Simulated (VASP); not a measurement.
# Ag (P6_3/mmc) in VASP: settings compared, part 2 of 2

VASP 6.6.1. The steps go on from the part before.

### Step 3. Single point, PBE0

This run uses another cell than the first one, of 16.74 Å³/atom.

Contents of POSCAR:

```
Ag
1.0
    2.8701872985      0.0000000000      0.0000000000
   -1.4350936493      2.4856551142      0.0000000000
    0.0000000000      0.0000000000      4.6922174607
Ag
2
Direct
    0.6666666667      0.3333333333      0.7500000000
    0.3333333333      0.6666666667      0.2500000000
```

Contents of INCAR.step1:

```
  PREC = Accurate
  ENCUT = 520
  EDIFF = 1E-5
  ISMEAR = -1
  SIGMA = 0.05
  LREAL = False
  LASPH = True
  NELM = 80
  ALGO = Normal
  ISIF = 2
  LWAVE = True
  NBANDS = 18
  GGA = PE
```

Contents of INCAR.step2:

```
  PREC = Accurate
  ENCUT = 520
  EDIFF = 1E-6
  ISMEAR = -1
  SIGMA = 0.05
  LREAL = False
  LASPH = True
  NELM = 80
  ALGO = Normal
  ISIF = 2
  LWAVE = False
  LCHARG = True
  GGA = PE
  LHFCALC = True
  AEXX = 0.25
  PRECFOCK = Normal
  LELF = True
  LVHAR = True
  NBANDS = 18
  ISTART = 1
```

Contents of KPOINTS:

```
regular mesh
0
Gamma
  6 6 4
```

Potentials or basis: VASP PAW PBE potentials, release 64 (Ag).

Run with:

```sh
cat potpaw_PBE.64/Ag/POTCAR > POTCAR
cp INCAR.step1 INCAR
mpirun -np 1 vasp_std > vasp.out
cp INCAR.step2 INCAR
mpirun -np 1 vasp_std > vasp.out
```

Run time: 30 min. Hardware: 1 thread of Intel Xeon 6975P-C (Granite Rapids), shared host; peak memory 0.17 GiB.

It converged, with:

```yaml
Free_energy: -6.0464 eV
Pressure: 6.9 GPa
Band_gap_on_the_k_mesh: zero (bands 11 and 12 overlap by 10.06 eV)
```

Stress tensor (GPa, compression positive):
```
8.08 0.00 0.00
0.00 8.08 0.00
0.00 0.00 4.59
```

Levels at points of the mesh, in eV from the Fermi level:
```
           k point  band 9  band 10  band 11  band 12  band 13  band 14
(0.00, 0.00, 0.00)   -5.41    -4.24    -4.24    -0.34     5.08    17.47
(0.50, 0.00, 0.00)   -4.04    -3.93     0.76     2.60     8.69     8.82
(0.00, 0.00, 0.50)   -4.62    -4.62    -4.62    -4.62    13.10    13.10
(0.50, 0.00, 0.50)   -3.98    -3.98     1.68     1.68     6.19     6.19
```

Caveat: the k points lie up to 0.42 Å⁻¹ apart, too coarse for converged energies and pressures of a metal; the PAW data sets were made with another functional, which shifts forces and pressure a little.

### Step 4. Single point, PBE-based screened hybrid with 25 % exact exchange

Contents of POSCAR:

```
Ag
1.0
    2.9300000000      0.0000000000      0.0000000000
   -1.4650000000      2.5374544331      0.0000000000
    0.0000000000      0.0000000000      4.7900000000
Ag
2
Direct
    0.6666666667      0.3333333333      0.7500000000
    0.3333333333      0.6666666667      0.2500000000
```

Contents of INCAR.step1:

```
ALGO = Normal
EDIFF = 1E-5
ENCUT = 520
GGA = PE
ISIF = 2
ISMEAR = -1
LASPH = True
LREAL = False
LWAVE = True
NBANDS = 18
NELM = 80
PREC = Accurate
SIGMA = 0.05
```

Contents of INCAR.step2:

```
AEXX = 0.25
ALGO = Normal
EDIFF = 1E-6
ENCUT = 520
GGA = PE
HFSCREEN = 0.3
ISIF = 2
ISMEAR = -1
ISTART = 1
LASPH = True
LCHARG = True
LELF = True
LHFCALC = True
LREAL = False
LVHAR = True
LWAVE = False
NBANDS = 18
NELM = 80
PREC = Accurate
PRECFOCK = Normal
SIGMA = 0.05
```

Contents of KPOINTS:

```
k-points
0
Gamma
  5 5 3
```

Run with:

```sh
cat potpaw_PBE.64/Ag/POTCAR > POTCAR
cp INCAR.step1 INCAR
mpirun -np 1 vasp_std > vasp.out
cp INCAR.step2 INCAR
mpirun -np 1 vasp_std > vasp.out
```

Wall time 11 min (1 thread of Intel Xeon Platinum 8559C (Emerald Rapids), shared host); peak memory 0.26 GiB.

The run converged. Its results:

| Quantity | Value |
| --- | --- |
| Free energy | -5.7390 eV |
| Pressure | -0.7 GPa |
| Band gap on the k mesh | zero (bands 11 and 12 overlap by 5.73 eV) |

Stress tensor (GPa, compression positive):
```
-1.38  0.00  0.00
 0.00 -1.38  0.00
 0.00  0.00  0.63
```

Levels at points of the mesh, in eV from the Fermi level:
```csv
k point,band 7,band 8,band 9,band 10,band 11,band 12,band 13,band 14,band 15,band 16
"(0.00, 0.00, 0.00)",-6.13,-5.79,-5.79,-4.76,-4.76,-0.91,3.15,15.68,17.64,17.93
```

Caveat: the k points lie up to 0.50 Å⁻¹ apart, too coarse for converged energies and pressures of a metal; the PAW data sets were made with another functional, which shifts forces and pressure a little.

### Step 5. Single point, PBEsol-based screened hybrid with 25 % exact exchange

POSCAR is that of step 4.

Contents of INCAR.step1:

```
SYSTEM = Ag
PREC     = Accurate       ! precision mode
ENCUT    = 520            ! plane-wave cutoff, eV
EDIFF    = 1E-5           ! SCF threshold, eV
ISMEAR   = -1             ! smearing method
SIGMA    = 0.05           ! smearing width, eV
LREAL    = .FALSE.        ! projectors in reciprocal space
LASPH    = .TRUE.         ! aspherical terms in the spheres
NELM     = 60             ! most SCF steps
ALGO     = Normal         ! electronic algorithm
ISIF     = 2              ! what is computed and relaxed
LWAVE    = .TRUE.         ! write WAVECAR
LCHARG   = .FALSE.        ! write CHGCAR
GGA      = PE             ! functional
NBANDS   = 18             ! bands
```

Contents of INCAR.step2:

```
SYSTEM = Ag
PREC     = Accurate       ! precision mode
ENCUT    = 520            ! plane-wave cutoff, eV
EDIFF    = 1E-6           ! SCF threshold, eV
ISMEAR   = -1             ! smearing method
SIGMA    = 0.05           ! smearing width, eV
LREAL    = .FALSE.        ! projectors in reciprocal space
LASPH    = .TRUE.         ! aspherical terms in the spheres
NELM     = 60             ! most SCF steps
ALGO     = Normal         ! electronic algorithm
ISIF     = 2              ! what is computed and relaxed
LWAVE    = .FALSE.        ! write WAVECAR
LCHARG   = .FALSE.        ! write CHGCAR
GGA      = PS             ! functional
LHFCALC  = .TRUE.         ! exact exchange
AEXX     = 0.25           ! exact-exchange fraction
HFSCREEN = 0.207          ! screening, 1/A
PRECFOCK = Normal       
ISTART   = 1            
NBANDS   = 18             ! bands
```

Contents of KPOINTS:

```
Automatic mesh
0
G
  5 5 3
  0 0 0
```

Run with:

```sh
cat potpaw_PBE.64/Ag/POTCAR > POTCAR
cp INCAR.step1 INCAR
mpirun -np 1 vasp_std > vasp.out
cp INCAR.step2 INCAR
mpirun -np 1 vasp_std > vasp.out
```

It took 9.3 min on 1 thread of Intel Xeon Platinum 8559C (Emerald Rapids), shared host; peak memory 0.26 GiB.

Results (log left out):

```yaml
Free_energy: -6.6862 eV
Pressure: -5.6 GPa
Band_gap_on_the_k_mesh: zero (bands 11 and 12 overlap by 5.92 eV)
```

Stress tensor (GPa, compression positive):
```
-6.26  0.00  0.00
 0.00 -6.26  0.00
 0.00  0.00 -4.20
```

Levels at points of the mesh, in eV from the Fermi level:
```
           k point  band 8  band 9  band 10  band 11  band 12  band 13  band 14  band 15
(0.00, 0.00, 0.00)   -5.92   -5.92    -4.87    -4.87    -0.98     3.23    15.80    17.76
```

Caveat: the k points lie up to 0.50 Å⁻¹ apart, too coarse for converged energies and pressures of a metal; the PAW data sets were made with another functional, which shifts forces and pressure a little.

### Step 6. Single point, B3LYP

This run uses another cell than the first one, of 18.76 Å³/atom.

Contents of POSCAR:

```
Ag
1.0
    2.9645163158      0.0000000000      0.0000000000
   -1.4822581579      2.5673464394      0.0000000000
    0.0000000000      0.0000000000      4.9292527650
Ag
2
Direct
    0.6666666667      0.3333333333      0.7500000000
    0.3333333333      0.6666666667      0.2500000000
```

Contents of INCAR.step1:

```
PREC = Accurate
ENCUT = 520
EDIFF = 1E-5
ISMEAR = -1
SIGMA = 0.05
LREAL = False
LASPH = True
NELM = 60
ALGO = Normal
ISIF = 2
LWAVE = True
GGA = PE
NBANDS = 18
```

Contents of INCAR.step2:

```
PREC = Accurate
ENCUT = 520
EDIFF = 1E-6
ISMEAR = -1
SIGMA = 0.05
LREAL = False
LASPH = True
NELM = 60
ALGO = Normal
ISIF = 2
LWAVE = False
LCHARG = True
GGA = B3
LHFCALC = True
AEXX = 0.2
AGGAX = 0.72
AGGAC = 0.81
ALDAC = 0.19
PRECFOCK = Normal
LELF = True
LVHAR = True
ISTART = 1
NBANDS = 18
```

Contents of KPOINTS:

```
regular mesh
0
Gamma
  5 5 3
```

Potentials or basis: VASP PAW PBE potentials, release 64 (Ag).

Run with:

```sh
cat potpaw_PBE.64/Ag/POTCAR > POTCAR
cp INCAR.step1 INCAR
mpirun -np 1 vasp_std > vasp.out
cp INCAR.step2 INCAR
mpirun -np 1 vasp_std > vasp.out
```

OUTCAR:

```text
PREC = Accurate
   ENCUT = 520
   EDIFF = 1E-6
   ISMEAR = -1
   LREAL = False
   LASPH = True
   NELM = 60
   ISIF = 2
   GGA = B3
   LHFCALC = True
   AEXX = 0.2
   PRECFOCK = Normal
   ISTART = 1

 ion  position               nearest neighbor table
   1  0.667  0.333  0.750-   2 3.00   2 3.00   2 3.00   2 3.00   2 3.00   2 3.00
   2  0.333  0.667  0.250-   1 3.00   1 3.00   1 3.00   1 3.00   1 3.00   1 3.00

[... 394 lines left out ...]
     18      21.6605      0.00000

------------------------ aborting loop because EDIFF is reached ----------------------------------------

  FORCE on cell =-STRESS in cart. coord.  units (eV):
  Direction    XX          YY          ZZ          XY          YZ          ZX
  --------------------------------------------------------------------------------------
  -------------------------------------------------------------------------------------
  Total        0.0067141      0.0067141     -0.0030867      0.0000000     -0.0000000      0.0000000
  in kB        0.2867360      0.2867360     -0.1318196      0.0000000     -0.0000000      0.0000000
  external PRESSURE =       0.1472174 kB  Pullay stress =       0.0000000 kB

 VOLUME and BASIS-vectors are now :
 -----------------------------------------------------------------------------
  energy-cutoff  :      520.00
  volume of cell :       37.52
      direct lattice vectors                 reciprocal lattice vectors
     2.964516316  0.000000000  0.000000000     0.337323156  0.194753615  0.000000000
    -1.482258158  2.567346439  0.000000000     0.000000000  0.389507230  0.000000000
     0.000000000  0.000000000  4.929252765     0.000000000  0.000000000  0.202870505

 POSITION                                       TOTAL-FORCE (eV/Angst)
 -----------------------------------------------------------------------------------
      1.48226      0.85578      3.69694        -0.000000     -0.000000      0.000000
     -0.00000      1.71156      1.23231         0.000000      0.000000     -0.000000
 -----------------------------------------------------------------------------------
    total drift:                                0.000000      0.000000      0.000000

  FREE ENERGIE OF THE ION-ELECTRON SYSTEM (eV)
  ---------------------------------------------------
  free  energy   TOTEN  =        -5.1172714681 eV

  energy  without entropy=       -5.1082740900  energy(sigma->0) =       -5.11277278
```

OUTCAR.step1:

```text
PREC = Accurate
   ENCUT = 520
   EDIFF = 1E-5
   ISMEAR = -1
   LREAL = False
[... 418 lines left out ...]
      1.48226      0.85578      3.69694         0.000000     -0.000000      0.000000
     -0.00000      1.71156      1.23231        -0.000000      0.000000      0.000000
 -----------------------------------------------------------------------------------
    total drift:                               -0.000000      0.000000     -0.000000

  FREE ENERGIE OF THE ION-ELECTRON SYSTEM (eV)
  ---------------------------------------------------
  free  energy   TOTEN  =        -5.5531579609 eV

  energy  without entropy=       -5.5441590054  energy(sigma->0) =       -5.54865848
```

Run time: 8 min. Hardware: 1 thread of Intel Xeon Platinum 8559C (Emerald Rapids), shared host; peak memory 0.17 GiB.

Results:

```yaml
Free_energy: -5.1173 eV
Pressure: 0.0 GPa
Band_gap_on_the_k_mesh: zero (bands 11 and 12 overlap by 6.32 eV)
```

Caveat: the k points lie up to 0.49 Å⁻¹ apart, too coarse for converged energies and pressures of a metal; the PAW data sets were made with another functional, which shifts forces and pressure a little.

### Step 7. Summary

```tsv
level	spin	cell	k mesh	grid for exact exchange (PRECFOCK)	share of exact exchange	screening parameter	gap on the mesh (eV)	pressure (GPa)
PBEsol	non-collinear, zero start, SOC	a = 2.930, b = 2.930, c = 4.790 Å, angles 90.0, 90.0, 120.0°, 2 atoms	10 × 10 × 6	-	-	-	-	-6.4
PBE0	off	a = 2.870, b = 2.870, c = 4.692 Å, angles 90.0, 90.0, 120.0°, 2 atoms	6 × 6 × 4	Normal	0.25	-	none	6.9
PBE-based screened hybrid with 25 % exact exchange	off	a = 2.930, b = 2.930, c = 4.790 Å, angles 90.0, 90.0, 120.0°, 2 atoms	5 × 5 × 3	Normal	0.25	0.3 1/Å	none	-0.7
PBEsol-based screened hybrid with 25 % exact exchange	off	a = 2.930, b = 2.930, c = 4.790 Å, angles 90.0, 90.0, 120.0°, 2 atoms	5 × 5 × 3	Normal	0.25	0.207 1/Å	none	-5.6
B3LYP	off	a = 2.965, b = 2.965, c = 4.929 Å, angles 90.0, 90.0, 120.0°, 2 atoms	5 × 5 × 3	Normal	0.2	-	none	0.0
```

Alike in all rows: task single point; potentials or basis VASP PAW PBE potentials, release 64 (Ag); cutoff (eV) 520; smearing fermi-dirac 0.05 eV.

Caveats: some runs use coarse meshes; the PAW data sets were made with another functional, which shifts forces and pressure a little; the cell stands under tension (at least some runs).

Total energies depend on the potentials used, so only differences within one code and one set of settings carry meaning.
